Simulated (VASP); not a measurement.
Crystal: MoSe2.

```xyz
6
Lattice="3.3528 0.0000 0.0000 -1.6764 2.9036 0.0000 0.0000 0.0000 13.7799" Properties=species:S:1:pos:R:3 pbc="T T T"
Mo    0.0000    1.9357    3.4450
Mo    1.6764    0.9679   10.3349
Se    0.0000    1.9357    8.6646
Se    1.6764    0.9679    1.7747
Se    0.0000    1.9357   12.0052
Se    1.6764    0.9679    5.1152
```

| Quantity | Value |
| --- | --- |
| Program | VASP 6.6.1 |
| Task | relaxation of shape and atoms at fixed volume |
| Functional | r2SCAN |
| Potentials or basis | VASP PAW PBE potentials, release 64 (Mo_sv, Se) |
| Cutoff | 550 eV |
| k mesh | 12 × 12 × 2 |
| Occupations | gaussian, width 0.02 eV |
| Spin | no spin polarisation |

At the start: pressure -3.1 GPa; volume 22.36 Å³/atom.

Q: Where does the relaxation end?

A: Over 7 steps the energy falls by 5.2 meV/atom; space group P6_3/mmc (No. 194, to 0.1 Å) before and after.

The path:
| step | energy change (eV) | largest force (eV/Å) | pressure (GPa) | volume (Å³) |
| --- | --- | --- | --- | --- |
| 1 | 0.0000 | 0.4053 | -3.11 | 134.15 |
| 2 | -0.0168 | 0.0459 | -1.69 | 134.15 |
| 3 | -0.0168 | 0.0372 | -1.65 | 134.15 |
| 4 | -0.0259 | 0.0185 | -1.14 | 134.15 |
| 5 | -0.0310 | 0.0083 | -0.41 | 134.15 |
| 6 | -0.0310 | 0.0105 | -0.35 | 134.15 |
| 7 | -0.0310 | 0.0082 | -0.42 | 134.15 |

Final structure:
```yaml
crystal:
  lattice:
    - [3.32680, 0.00000, 0.00000]
    - [-1.66340, 2.88109, 0.00000]
    - [0.00000, 0.00000, 13.99605]
  atoms:
    - { symbol: Mo, position: [0.33333, 0.66667, 0.25000] }
    - { symbol: Mo, position: [0.66667, 0.33333, 0.75000] }
    - { symbol: Se, position: [0.33333, 0.66667, 0.63174] }
    - { symbol: Se, position: [0.66667, 0.33333, 0.13174] }
    - { symbol: Se, position: [0.33333, 0.66667, 0.86826] }
    - { symbol: Se, position: [0.66667, 0.33333, 0.36826] }
```

Caveat: the PAW data sets were made with another functional, which shifts forces and pressure a little.
